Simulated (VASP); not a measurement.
# Mg7FeO8 (a cell with a defect) in VASP: notebook

Runs on Mg7FeO8 (a cell with a defect). Level: LDA. Tasks: single point.

Program: VASP 6.6.1. These are calculated values, not measurements. Logs are shortened: lines on timing, memory, paths and dates and some standing lists are left out, and cuts for length are marked.

**1. The cell of the first run**

The cell holds a defect, 16 atoms: a = 8.550 Å, b = 4.275 Å, c = 4.275 Å, α = 90.00°, β = 90.00°, γ = 90.00°.

**2. Single point, LDA, collinear spin**

The input, INCAR:

```
ALGO     = Normal         # electronic algorithm
EDIFF    = 1E-6           # SCF threshold, eV
ENCUT    = 520            # plane-wave cutoff, eV
ISIF     = 2              # what is computed and relaxed
ISMEAR   = 0              # smearing method
ISPIN    = 2              # spin polarisation
LASPH    = T              # aspherical terms in the spheres
LCHARG   = F              # write CHGCAR
LMAXMIX  = 4              # l up to which the mixer works
LORBIT   = 11             # projections on sites
LREAL    = Auto         
LWAVE    = F              # write WAVECAR
MAGMOM   = 0 0 0 0 0 0 0 0 0 0.06 0.06 0.08 0.01 0.08 0.01 3.31 # initial moments
NBANDS   = 53             # bands
NELM     = 150            # most SCF steps
PREC     = Accurate       # precision mode
SIGMA    = 0.01           # smearing width, eV
```

The input, KPOINTS:

```
k-points
0
Gamma
  1 2 2
```

The input, POSCAR:

```
Mg7FeO8
1.0
    8.5500000000      0.0000000000      0.0000000000
    0.0000000000      4.2750000000      0.0000000000
    0.0000000000      0.0000000000      4.2750000000
Mg O Fe
7 8 1
Direct
    0.0000000000      0.0000000000      0.0000000000
    0.5000000000      0.0000000000      0.0000000000
    0.5000000000      0.5000000000      0.5000000000
    0.2500000000      0.0000000000      0.5000000000
    0.7500000000      0.0000000000      0.5000000000
    0.2500000000      0.5000000000      0.0000000000
    0.7500000000      0.5000000000      0.0000000000
    0.2500000000      0.0000000000      0.0000000000
    0.7500000000      0.0000000000      0.0000000000
    0.2500000000      0.5000000000      0.5000000000
    0.7500000000      0.5000000000      0.5000000000
    0.0000000000      0.0000000000      0.5000000000
    0.5000000000      0.0000000000      0.5000000000
    0.0000000000      0.5000000000      0.0000000000
    0.5000000000      0.5000000000      0.0000000000
    0.0000000000      0.5000000000      0.5000000000
```

Potentials or basis: VASP PAW LDA potentials, release 64 (Mg, O, Fe).

Launch:

```sh
$ cat potpaw_LDA.64/Mg/POTCAR potpaw_LDA.64/O/POTCAR potpaw_LDA.64/Fe/POTCAR > POTCAR
$ mpirun -np 1 vasp_std > vasp.out
```

OUTCAR:

```text
EDIFF = 1E-6
   ENCUT = 520
   ISIF = 2
   ISMEAR = 0
   ISPIN = 2
   LASPH = T
   LORBIT = 11
   LREAL = Auto
   NELM = 150
   PREC = Accurate

 ion  position               nearest neighbor table
   1  0.000  0.000  0.000-   8 2.14   9 2.14  12 2.14  14 2.14  12 2.14  14 2.14   6 3.02   7 3.02
                            16 3.02   4 3.02   5 3.02   4 3.02  16 3.02   6 3.02   7 3.02   5 3.02
   2  0.500  0.000  0.000-   8 2.14   9 2.14  13 2.14  15 2.14  13 2.14  15 2.14   4 3.02   5 3.02
                             6 3.02   3 3.02   4 3.02   5 3.02   7 3.02   3 3.02   6 3.02   7 3.02
   3  0.500  0.500  0.500-  10 2.14  11 2.14  13 2.14  15 2.14  15 2.14  13 2.14   4 3.02   5 3.02
                             6 3.02   2 3.02   6 3.02   7 3.02   7 3.02   2 3.02   4 3.02   5 3.02
   4  0.250  0.000  0.500-   8 2.14  10 2.14  12 2.14  13 2.14   8 2.14  10 2.14   3 3.02   6 3.02
                            16 3.02   1 3.02   2 3.02   6 3.02   1 3.02   3 3.02   6 3.02   2 3.02
   5  0.750  0.000  0.500-   9 2.14  11 2.14  12 2.14  13 2.14   9 2.14  11 2.14   3 3.02   7 3.02
                            16 3.02   1 3.02   2 3.02   7 3.02   1 3.02   3 3.02   7 3.02   2 3.02
   6  0.250  0.500  0.000-   8 2.14  10 2.14  14 2.14  15 2.14  10 2.14   8 2.14   3 3.02   4 3.02
                            16 3.02   3 3.02   4 3.02   1 3.02  16 3.02   1 3.02   2 3.02   4 3.02
   7  0.750  0.500  0.000-   9 2.14  11 2.14  14 2.14  15 2.14  11 2.14   9 2.14   3 3.02   5 3.02
                            16 3.02   3 3.02   5 3.02   1 3.02  16 3.02   1 3.02   2 3.02   5 3.02
   8  0.250  0.000  0.000-   1 2.14   2 2.14   4 2.14   6 2.14   4 2.14   6 2.14
   9  0.750  0.000  0.000-   1 2.14   2 2.14   5 2.14   7 2.14   5 2.14   7 2.14
  10  0.250  0.500  0.500-   3 2.14   4 2.14   6 2.14  16 2.14   6 2.14   4 2.14
  11  0.750  0.500  0.500-   3 2.14   5 2.14   7 2.14  16 2.14   7 2.14   5 2.14
  12  0.000  0.000  0.500-   1 2.14   4 2.14   5 2.14  16 2.14   1 2.14  16 2.14
  13  0.500  0.000  0.500-   2 2.14   3 2.14   4 2.14   5 2.14   2 2.14   3 2.14
  14  0.000  0.500  0.000-   1 2.14   6 2.14   7 2.14  16 2.14  16 2.14   1 2.14
  15  0.500  0.500  0.000-   2 2.14   3 2.14   6 2.14   7 2.14   3 2.14   2 2.14
  16  0.000  0.500  0.500-  10 2.14  11 2.14  12 2.14  14 2.14  14 2.14  12 2.14   4 3.02   5 3.02
                             6 3.02   1 3.02   6 3.02   7 3.02   7 3.02   1 3.02   4 3.02   5 3.02

  LATTYP: Found a simple tetragonal cell.
 ALAT       =     4.2750000000
 C/A-ratio  =     2.0000000000

  Lattice vectors:

 A1 = (   0.0000000000,   4.2750000000,   0.0000000000)
 A2 = (   0.0000000000,   0.0000000000,   4.2750000000)
 A3 = (   8.5500000000,   0.0000000000,   0.0000000000)

Analysis of symmetry for initial positions (statically):
=====================================================================
 Subroutine PRICEL returns:
 Original cell was already a primitive cell.

 Routine SETGRP: Setting up the symmetry group for a
 simple tetragonal supercell.

 Subroutine GETGRP returns: Found 16 space group operations
 (whereof 16 operations were pure point group operations)
 out of a pool of 16 trial point group operations.

The static configuration has the point symmetry D_4h.

Analysis of symmetry for dynamics (positions and initial velocities):
=====================================================================
 Subroutine PRICEL returns:
 Original cell was already a primitive cell.

 Routine SETGRP: Setting up the symmetry group for a
 simple tetragonal supercell.

 Subroutine GETGRP returns: Found 16 space group operations
 (whereof 16 operations were pure point group operations)
 out of a pool of 16 trial point group operations.

The dynamic configuration has the point symmetry D_4h.

Analysis of structural, dynamic, and magnetic symmetry:
=====================================================================
 Subroutine PRICEL returns:
 Original cell was already a primitive cell.

 Routine SETGRP: Setting up the symmetry group for a
 simple tetragonal supercell.

 Subroutine GETGRP returns: Found 16 space group operations
 (whereof 16 operations were pure point group operations)
 out of a pool of 16 trial point group operations.

The overall configuration has the point symmetry D_4h.

 Subroutine INISYM returns: Found 16 space group operations
 (whereof 16 operations are pure point group operations),
 and found     1 'primitive' translations

----------------------------------------------------------------------------------------

                                     Primitive cell

  volume of cell :     156.2566
[... 88 lines left out ...]
   ICHARG =      2    charge: 1-file 2-atom 10-const
   ISPIN  =      2    spin polarized calculation?
   LNONCOLLINEAR =      F non collinear calculations
   LSORBIT =      F    spin-orbit coupling
   LASPH  =      T    aspherical Exc in radial PAW
   ENCUT  =  520.0 eV  38.22 Ry    6.18 a.u.  15.90  7.95  7.95*2*pi/ulx,y,z
   NELM   =    150;   NELMIN=  2; NELMDL= -5     # of ELM steps
   EDIFF  = 0.1E-05   stopping-criterion for ELM
   LREAL  =      T    real-space projection
   EDIFFG = 0.1E-04   stopping-criterion for IOM
   NSW    =      0    number of steps for IOM
   IBRION =     -1    ionic relax: 0-MD 1-quasi-New 2-CG
   NFREE  =      0    steps in history (QN), initial steepest desc. (CG)
   ISIF   =      2    stress and relaxation
   ISYM   =      2    0-nonsym 1-usesym 2-fastsym
   POTIM  = 0.5000    time-step for ionic-motion
   TEBEG  =    0.0;   TEEND  =   0.0 temperature during run
   PSTRESS=    0.0 pullay stress
   NELECT =      70.0000    total number of electrons
   NUPDOWN=      -1.0000    fix difference up-down
   EMIN   =  10.00;   EMAX   =-10.00  energy-range for DOS
   EFERMI =   0.00;   METHOD = LEGACY
   ISMEAR =     0;   SIGMA  =   0.01  broadening in eV -4-tet -1-fermi 0-gaus
   EFERMI_NEDOS =   21; number of points for ismear=-14 and -15
   IALGO  =     38    algorithm
   IMIX   =      4    mixing-type and parameters
     AMIX     =   0.40;   BMIX     =  1.00
     AMIX_MAG =   1.60;   BMIX_MAG =  1.00
  volume/ion in A,a.u.               =       9.77        65.90
  Fermi-wavevector in a.u.,A,eV,Ry     =   1.252645  2.367156 21.349172  1.569120
  Thomas-Fermi vector in A             =   2.386536
   LORBIT       =     11    0 simple, 1 ext, 2 COOP (PROOUT), +10 PAW based schemes
   GGA     = CA    functional components
   LHFCALC =     F    Hartree Fock is set to
   AEXX    =    0.0000 exact exchange contribution
   IVDW    =     0    specifies the selected vdW correction
   LEPSILON=     F    determine dielectric tensor
   LRPA    =     F    only Hartree local field effects (RPA)
 spin polarized calculation
 Gauss-broadening in eV      SIGMA  =   0.01
  energy-cutoff  :      520.00
  volume of cell :      156.26
 maximum number of plane-waves:      4272
 NGX is ok and might be reduce to    64
   NGX = 31   NGY = 15   NGZ = 15

 number of electron      69.9999957 magnetization       3.4999601

 Free energy of the ion-electron system (eV)
  ---------------------------------------------------
  ext. energy  EPLUGINS =         0.00000000
  ---------------------------------------------------
  free energy    TOTEN  =      -109.80530446 eV

  energy without entropy =     -109.80530446  energy(sigma->0) =     -109.80530446

 E-fermi :   5.5838     XC(G=0): -11.5518

 val. band max:        5.5272656140   @ k =   0.0000   0.5000   0.0000
 cond. band min:       5.7213412934   @ k =   0.0000   0.5000   0.0000
 fundamental gap:      0.1940756795
 Fermi energy:         5.5837532994

 spin component 1

 k-point     1 :       0.0000    0.0000    0.0000
  band No.  band energies     occupation
      1     -14.3329      1.00000
      2     -13.6487      1.00000
      3     -13.4283      1.00000
      4     -13.2104      1.00000
      5     -12.7665      1.00000
      6     -12.6800      1.00000
[... 139 lines left out ...]
     46      13.8874      0.00000
     47      13.8939      0.00000
 Fermi energy:         5.5837532994

 spin component 2

 k-point     1 :       0.0000    0.0000    0.0000
  band No.  band energies     occupation
      1     -14.2454      1.00000
      2     -13.5822      1.00000
      3     -13.3897      1.00000
      4     -13.0601      1.00000
      5     -12.7193      1.00000
      6     -12.6309      1.00000
[... 139 lines left out ...]
     46      13.8988      0.00000
     47      13.9983      0.00000
 [bands above 47 left out]

------------------------ aborting loop because EDIFF is reached ----------------------------------------

  FORCE on cell =-STRESS in cart. coord.  units (eV):
  Direction    XX          YY          ZZ          XY          YZ          ZX
  --------------------------------------------------------------------------------------
  -------------------------------------------------------------------------------------
  Total      -11.1941761    -15.2835889    -15.2835889      0.0000000      0.0000000      0.0000000
  in kB     -114.7795090   -156.7103125   -156.7103125      0.0000000      0.0000000      0.0000000
  external PRESSURE =    -142.7333780 kB  Pullay stress =       0.0000000 kB

 VOLUME and BASIS-vectors are now :
 -----------------------------------------------------------------------------
  energy-cutoff  :      520.00
  volume of cell :      156.26
      direct lattice vectors                 reciprocal lattice vectors
     8.550000000  0.000000000  0.000000000     0.116959064  0.000000000  0.000000000
     0.000000000  4.275000000  0.000000000     0.000000000  0.233918129  0.000000000
     0.000000000  0.000000000  4.275000000     0.000000000  0.000000000  0.233918129

 POSITION                                       TOTAL-FORCE (eV/Angst)
 -----------------------------------------------------------------------------------
      0.00000      0.00000      0.00000         0.000000      0.000000      0.000000
      4.27500      0.00000      0.00000         0.000000      0.000000      0.000000
      4.27500      2.13750      2.13750         0.000000      0.000000      0.000000
      2.13750      0.00000      2.13750        -0.043966     -0.000000      0.000000
      6.41250      0.00000      2.13750         0.043966      0.000000     -0.000000
      2.13750      2.13750      0.00000        -0.043966     -0.000000      0.000000
[... 8 lines left out ...]
      4.27500      2.13750      0.00000         0.000000      0.000000      0.000000
      0.00000      2.13750      2.13750         0.000000      0.000000      0.000000
 -----------------------------------------------------------------------------------
    total drift:                                0.000000     -0.000000      0.000000

  FREE ENERGIE OF THE ION-ELECTRON SYSTEM (eV)
  ---------------------------------------------------
  free  energy   TOTEN  =      -109.8053044601 eV

  energy  without entropy=     -109.8053044601  energy(sigma->0) =     -109.80530446

 total charge

# of ion       s       p       d       tot
------------------------------------------
    1        0.144   0.170   0.072   0.386
    2        0.146   0.175   0.071   0.392
    3        0.148   0.175   0.071   0.394
    4        0.145   0.173   0.072   0.390
    5        0.145   0.173   0.072   0.390
    6        0.145   0.173   0.072   0.390
[... 8 lines left out ...]
   15        1.528   3.514   0.000   5.042
   16        0.305   0.399   6.181   6.885
--------------------------------------------------
tot         13.562  29.603   6.683  49.848

 magnetization (x)

# of ion       s       p       d       tot
------------------------------------------
    1        0.000  -0.000  -0.001  -0.001
    2       -0.000  -0.000  -0.000  -0.000
    3        0.005  -0.000   0.002   0.007
    4        0.000  -0.000  -0.001  -0.001
    5        0.000  -0.000  -0.001  -0.001
    6        0.000  -0.000  -0.001  -0.001
[... 8 lines left out ...]
   15        0.001   0.006   0.000   0.006
   16        0.029   0.012   3.123   3.164
--------------------------------------------------
tot          0.069   0.223   3.122   3.414
```

Run time: 54 s. Hardware: 1 thread of Intel Xeon 6975P-C (Granite Rapids), shared host; peak memory 0.23 GiB.

Results:

* Free energy: -109.8053 eV
* Pressure: -14.3 GPa
* Largest force: 0.662 eV/Å
* Net moment: 3.50 μB per cell
* Site moments: Mg -0.00, +0.01; O +0.00, +0.05, +0.07, +0.01; Fe +3.16 μB
* Valence electrons inside the program's atomic spheres: Mg 0.39; O 5.04, 5.03, 5.00; Fe 6.88

Forces in eV/Å, atoms in the order of the input:
```
Mg   0.000  0.000  0.000
Mg   0.000  0.000  0.000
Mg   0.000  0.000  0.000
Mg  -0.044  0.000  0.000
Mg   0.044  0.000  0.000
Mg  -0.044  0.000  0.000
Mg   0.044  0.000  0.000
O   -0.108  0.000  0.000
O    0.108  0.000  0.000
O    0.662  0.000  0.000
O   -0.662  0.000  0.000
O    0.000  0.000  0.000
O    0.000  0.000  0.000
O    0.000  0.000  0.000
O    0.000  0.000  0.000
Fe   0.000  0.000  0.000
```

Stress tensor (GPa, compression positive):
```
-11.48   0.00   0.00
  0.00 -15.67   0.00
  0.00   0.00 -15.67
```

Caveat: the k points lie up to 0.73 Å⁻¹ apart; semilocal functionals often make such compounds metallic where correlation or magnetic order opens a gap, which also shifts bond lengths.

**3. Single point, LDA, collinear spin, ferromagnetic start**

The input, INCAR:

```
  PREC = Accurate
  ENCUT = 520
  EDIFF = 1E-6
  ISMEAR = 0
  SIGMA = 0.01
  LREAL = Auto
  LASPH = True
  NELM = 150
  ALGO = Normal
  ISIF = 2
  LWAVE = False
  LCHARG = False
  ISPIN = 2
  MAGMOM = 0 0 0 0 0 0 0 0 0 0 0 0 0 0 0 4
  LORBIT = 11
  LMAXMIX = 4
  NBANDS = 53
  ISYM = 0
```

The input, KPOINTS:

```
regular mesh
0
Gamma
  1 2 2
```

POSCAR is that of step 2.

Potentials or basis: VASP PAW LDA potentials, release 64 (Mg, O, Fe).

Launch:

```sh
$ cat potpaw_LDA.64/Mg/POTCAR potpaw_LDA.64/O/POTCAR potpaw_LDA.64/Fe/POTCAR > POTCAR
$ mpirun -np 1 vasp_std > vasp.out
```

Wall time 71 s (1 thread of Intel Xeon 6975P-C (Granite Rapids), shared host); peak memory 0.23 GiB.

The run converged. Its results:

| Quantity | Value |
| --- | --- |
| Free energy | -109.8053 eV |
| Pressure | -14.3 GPa |
| Largest force | 0.663 eV/Å |
| Net moment | 3.50 μB per cell |
| Site moments | Mg -0.00, +0.01; O +0.00, +0.05, +0.07, +0.01; Fe +3.16 μB |
| Valence electrons inside the program's atomic spheres | Mg 0.39; O 5.04, 5.03, 5.00; Fe 6.88 |

Forces on the atoms (eV/Å):
```
Mg   0.000  0.000  0.000
Mg   0.000  0.000  0.000
Mg   0.000  0.000  0.000
Mg  -0.044  0.000  0.000
Mg   0.044  0.000  0.000
Mg  -0.044  0.000  0.000
Mg   0.044  0.000  0.000
O   -0.108  0.000  0.000
O    0.108  0.000  0.000
O    0.663  0.000  0.000
O   -0.663  0.000  0.000
O    0.000  0.000  0.000
O    0.000  0.000  0.000
O    0.000  0.000  0.000
O    0.000  0.000  0.000
Fe   0.000  0.000  0.000
```

Stress tensor (GPa, compression positive):
```
-11.48   0.00   0.00
  0.00 -15.67   0.00
  0.00   0.00 -15.67
```

Levels at points of the mesh, in eV from the Fermi level:
Spin up:
| k point | band 33 | band 34 | band 35 | band 36 | band 37 | band 38 | band 39 | band 40 | band 41 | band 42 |
| --- | --- | --- | --- | --- | --- | --- | --- | --- | --- | --- |
| (0.00, 0.00, 0.00) | -3.04 | -2.61 | -2.29 | -2.29 | -1.50 | 1.16 | 4.49 | 4.52 | 6.04 | 6.24 |
| (0.00, 0.50, 0.00) | -2.38 | -2.31 | -2.09 | -1.84 | -0.29 | 4.47 | 4.54 | 5.90 | 5.92 | 5.95 |
| (0.00, 0.00, 0.50) | -2.38 | -2.31 | -2.09 | -1.84 | -0.29 | 4.47 | 4.54 | 5.90 | 5.92 | 5.95 |
| (0.00, 0.50, 0.50) | -2.14 | -1.78 | -1.78 | -0.35 | 0.20 | 4.43 | 4.43 | 4.48 | 4.50 | 5.92 |
Spin down:
| k point | band 29 | band 30 | band 31 | band 32 | band 33 | band 34 | band 35 | band 36 | band 37 | band 38 |
| --- | --- | --- | --- | --- | --- | --- | --- | --- | --- | --- |
| (0.00, 0.00, 0.00) | -3.71 | -3.00 | -3.00 | -3.00 | -0.68 | -0.10 | -0.10 | 0.36 | 1.23 | 1.29 |
| (0.00, 0.50, 0.00) | -3.71 | -3.65 | -3.58 | -3.57 | -0.06 | 0.14 | 0.50 | 0.74 | 2.12 | 4.51 |
| (0.00, 0.00, 0.50) | -3.71 | -3.65 | -3.58 | -3.57 | -0.06 | 0.14 | 0.50 | 0.74 | 2.12 | 4.51 |
| (0.00, 0.50, 0.50) | -3.55 | -3.54 | -3.54 | -3.54 | 0.48 | 0.52 | 0.52 | 2.14 | 2.48 | 4.48 |

Caveat: the k points lie up to 0.73 Å⁻¹ apart; semilocal functionals often make such compounds metallic where correlation or magnetic order opens a gap, which also shifts bond lengths; only a ferromagnetic start was run, and an antiferromagnetic order may lie lower in energy. With open d or f shells a metallic result of LDA can be an artefact of self-interaction; +U or a hybrid may open a gap.
